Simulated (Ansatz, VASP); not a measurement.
**Co in VASP and in Ansatz**

```
CELL_PARAMETERS angstrom
2.31070 0.00000 0.00000
0.00000 2.31070 0.00000
0.00000 0.00000 2.31070
ATOMIC_POSITIONS crystal
Co 0.00000 0.00000 0.00000
```

Alike in both runs: task single point; functional r2SCAN; k mesh 16 × 16 × 16; occupations fermi-dirac, width 0.1 eV; no spin polarisation.

|  | VASP | Ansatz |
| --- | --- | --- |
| version | VASP 6.6.1 | Ansatz 0.2.0 |
| potentials or method | VASP PAW PBE potentials, release 64 (Co), cutoff 520 eV | plane waves (500 eV) with PAW, scalar-relativistic |
| valence electrons in the cell | 9 | 17 |

Ansatz gave:

| Item | Value |
| --- | --- |
| pressure (GPa) | -13.1 |

Question: Which values does VASP return?

Answer: Pressure (GPa): -12.8.

VASP's potentials were made for PBE, not for r2SCAN. VASP's potentials hold 9 valence electrons a cell and Ansatz's 17, so a difference there can come from the potentials and not from the codes.
